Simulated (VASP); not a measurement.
Runs of VASP 6.6.1 on CdTe (zincblende type). The structure is that of space group F-43m (No. 216), or close to it. The cells are those of the table. 

```csv
cell,gap on the mesh (eV),pressure (GPa)
"a = 4.583 Å, angles 60.0°, 2 atoms",0.77,2.7
"a = 4.678 Å, angles 60.0°, 2 atoms",0.59,0.2
"a = 4.343 Å, angles 60.0°, 2 atoms",1.28,(a)
"a = 3.833 Å, angles 60.0°, 2 atoms",0.86,88.6
"a = 4.031 Å, angles 60.0°, 2 atoms",(b),46.2
"a = 4.483 Å, angles 60.0°, 2 atoms",0.98,6.3
"a = 4.193 Å, angles 60.0°, 2 atoms",1.61,25.8
```

Alike in all rows: task single point; level PBE; potentials or basis VASP PAW PBE potentials, release 64 (Cd, Te); no spin polarisation; k mesh 11 × 11 × 11; cutoff (eV) 520; smearing fermi-dirac 0.08 eV.

Task: Estimate the missing entries.

Result: (a) 13.7; (b) 1.47.

Caveats: spin-orbit coupling is left out, which moves the levels of the heavy elements.

A k mesh can miss the band edges, and the runs leave out spin-orbit coupling on Cd, Te.
